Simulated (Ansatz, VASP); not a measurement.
Two plane-wave programs on In3GaAs4

```
In Ga As
1.0
     5.75447    0.00000    0.00000
     0.00000    5.75447    0.00000
     0.00000    0.00000    5.75447
In Ga As
3 1 4
Direct
  0.50000 0.00000 0.00000
  0.00000 0.00000 0.50000
  0.00000 0.50000 0.00000
  0.50000 0.50000 0.50000
  0.25000 0.75000 0.25000
  0.25000 0.25000 0.75000
  0.75000 0.75000 0.75000
  0.75000 0.25000 0.25000
```

Alike in both runs: task single point; functional PBE; k mesh 4 × 4 × 4; occupations gaussian, width 0.1 eV; no spin polarisation.

|  | VASP | Ansatz |
| --- | --- | --- |
| version | VASP 6.6.1 | Ansatz 0.2.0 |
| potentials or method | VASP PAW PBE potentials, release 64 (In_d, Ga_d, As), cutoff 520 eV | scalar-relativistic, plane waves, PAW |
| valence electrons in the cell | 72 | 112 |

```csv
,VASP,Ansatz,Ansatz less VASP
gap on the k mesh at the Fermi level (eV),0.42,0.42,-0.005
least direct gap on the mesh (eV),0.42,0.42,-0.005
pressure (GPa),13.2,13.1,-0.15
```

VASP's potentials hold 72 valence electrons a cell and Ansatz's 112, so a difference there can come from the potentials and not from the codes.
